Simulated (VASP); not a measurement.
Set up this calculation in VASP 6.6.1, as the native input.

```yaml
Task: single point
Functional: PBE
Potentials_or_basis: VASP PAW PBE potentials, release 64 (Ag, Sn_d, Se, I)
Cutoff: 520 eV
k_mesh: 2 × 2 × 2
Occupations: gaussian, width 0.15 eV
Spin: no spin polarisation
Dipole_correction: no
Further_INCAR_settings: ALGO = Normal; EDIFF = 1e-06; NBANDS = 42
```

The structure of AgSn2SeI3 lies in POSCAR:

```
AgSn2SeI3
1.0
    4.6267971361      2.6712825720      4.0282309365
   -4.6267971361      2.6712825720      4.0282309365
    0.0000000000     -5.3425651440      4.0282309365
Ag Sn Se I
1 2 1 3
Direct
    0.5000000000      0.5000000000      0.5000000000
    0.7880767755      0.7880767755      0.7880767755
    0.2119232245      0.2119232245      0.2119232245
    0.0000000000      0.0000000000      0.0000000000
    0.5000000000      0.5000000000      0.0000000000
    0.0000000000      0.5000000000      0.5000000000
    0.5000000000      0.0000000000      0.5000000000
```

The input as run:

INCAR

```
SYSTEM = AgSn2SeI3
PREC = Accurate
ENCUT = 520
EDIFF = 1E-6
ISMEAR = 0
SIGMA = 0.15
LREAL = .False.
LASPH = .True.
NELM = 80
ALGO = Normal
ISIF = 2
LWAVE = .False.
LCHARG = .False.
GGA = PE
NBANDS = 42
```

KPOINTS

```
Automatic mesh
0
Gamma
  2 2 2
  0 0 0
```

Potentials or basis: VASP PAW PBE potentials, release 64 (Ag, Sn_d, Se, I).

Launch:

```sh
$ cat potpaw_PBE.64/Ag/POTCAR potpaw_PBE.64/Sn_d/POTCAR potpaw_PBE.64/Se/POTCAR potpaw_PBE.64/I/POTCAR > POTCAR
$ mpirun -np 1 vasp_std > vasp.out
```

Results of the run:

```
Pressure               : 0.0 GPa
Largest force          : 0.048 eV/Å
Band gap on the k mesh : zero (band 33 reaches 3.32 eV, above the bottom of band 34 at 2.84 eV)
```

Caveat: the k points lie up to 0.47 Å⁻¹ apart; spin-orbit coupling is left out, which moves the levels of the heavy elements.

It took 32 s on 1 thread of Intel(R) Xeon(R) 6975P-C (Granite Rapids) (shared host), peak memory 0.37 GiB.
